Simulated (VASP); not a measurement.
Wanted: the native input for a VASP 6.6.1 run.

* Task: single point
* Functional: r2SCAN
* Potentials or basis: VASP PAW PBE potentials, release 64 (Mg, O)
* Cutoff: 520 eV
* k mesh: 10 × 10 × 10
* Occupations: gaussian, width 0.01 eV
* Spin: no spin polarisation
* Dipole correction: no
* Further INCAR settings: ALGO = Normal; EDIFF = 1e-06; NBANDS = 11

The system is MgO.

```
CELL_PARAMETERS angstrom
2.55619 0.00000 0.00000
0.00000 2.62335 0.00000
0.00000 0.00000 2.62335
ATOMIC_POSITIONS crystal
Mg 0.00000 0.00000 0.00000
O 0.50000 0.50000 0.50000
```

This cell differs from its parent crystal: uniaxial x strain -2.6%.

One way to write it, as run:

POSCAR

```
MgO
1.0
    2.5561913908      0.0000000000      0.0000000000
    0.0000000000      2.6233491285      0.0000000000
    0.0000000000      0.0000000000      2.6233491285
Mg O
1 1
Direct
    0.0000000000      0.0000000000      0.0000000000
    0.5000000000      0.5000000000      0.5000000000
```

INCAR.step1

```
SYSTEM = MgO
PREC = Accurate
ENCUT = 520
ISMEAR = 0
SIGMA = 0.01
LREAL = .False.
LASPH = .True.
NELM = 80
NBANDS = 11
GGA = PE
ALGO = Normal
EDIFF = 1E-4
LWAVE = .True.
LCHARG = .False.
```

INCAR.step2

```
SYSTEM = MgO
PREC = Accurate
ENCUT = 520
EDIFF = 1E-6
ISMEAR = 0
SIGMA = 0.01
LREAL = .False.
LASPH = .True.
NELM = 80
ALGO = Normal
ISIF = 2
LWAVE = .False.
LCHARG = .False.
METAGGA = R2SCAN
LMIXTAU = .True.
NBANDS = 11
ISTART = 1
```

KPOINTS

```
regular mesh
0
Gamma
  10 10 10
  0 0 0
```

Potentials or basis: VASP PAW PBE potentials, release 64 (Mg, O).

Run with:

```sh
$ cat potpaw_PBE.64/Mg/POTCAR potpaw_PBE.64/O/POTCAR > POTCAR
$ cp INCAR.step1 INCAR
$ mpirun -np 1 vasp_std > vasp.out
$ cp INCAR.step2 INCAR
$ mpirun -np 1 vasp_std > vasp.out
```

It gave:

* Pressure: 3.2 GPa
* Band gap on the k mesh: 3.49 eV, indirect (least direct gap 4.48 eV)

Caveat: the cell differs from its parent crystal (uniaxial x strain -2.6%); the PAW data sets were made with another functional, which shifts forces and pressure a little.

Wall time 64 s on 1 thread of AMD EPYC 7R43 64-Core Processor (Zen 3) (shared host), peak memory 0.11 GiB.
